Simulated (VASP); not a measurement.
Set up this calculation in VASP 6.6.1, as the native input.

```yaml
Task: single point
Functional: PBE
Potentials_or_basis: VASP PAW PBE potentials, release 64 (Co, Si)
Cutoff: 520 eV
k_mesh: 10 × 10 × 10
Occupations: fermi-dirac, width 0.1 eV
Spin: no spin polarisation
Dipole_correction: no
Further_INCAR_settings: ALGO = Normal; EDIFF = 1e-06; NBANDS = 16
```

The structure of CoSi2 (fluorite type) lies in POSCAR:

```
CoSi2
1.0
    0.0000000000      2.6799488231      2.6799488231
    2.6799488231      0.0000000000      2.6799488231
    2.6799488231      2.6799488231      0.0000000000
Co Si
1 2
Direct
    0.0000000000      0.0000000000      0.0000000000
    0.2500000000      0.2500000000      0.2500000000
    0.7500000000      0.7500000000      0.7500000000
```

These files were run (other wordings do the same):

INCAR

```
SYSTEM = CoSi2
ALGO = Normal
EDIFF = 1E-6
ENCUT = 520
GGA = PE
ISIF = 2
ISMEAR = -1
LASPH = .TRUE.
LCHARG = .FALSE.
LREAL = .FALSE.
LWAVE = .FALSE.
NBANDS = 16
NELM = 100
PREC = Accurate
SIGMA = 0.1
```

KPOINTS

```
k-points
0
G
  10 10 10
  0 0 0
```

Potentials or basis: VASP PAW PBE potentials, release 64 (Co, Si).

The run is started by

```bash
$ cat potpaw_PBE.64/Co/POTCAR potpaw_PBE.64/Si/POTCAR > POTCAR
$ mpirun -np 1 vasp_std > vasp.out
```

Results of the run:

```yaml
Pressure: -0.2 GPa
Band_gap_on_the_k_mesh: zero (an odd number of electrons rules out a gap without spin polarisation)
```

Caveat: an odd number of electrons without spin polarisation forces a metal; a magnetic or distorted state may lie lower.

It took 32 s on 1 thread of Intel(R) Xeon(R) Platinum 8259CL CPU @ 2.50GHz (Skylake/Cascade Lake) (shared host), peak memory 0.17 GiB.
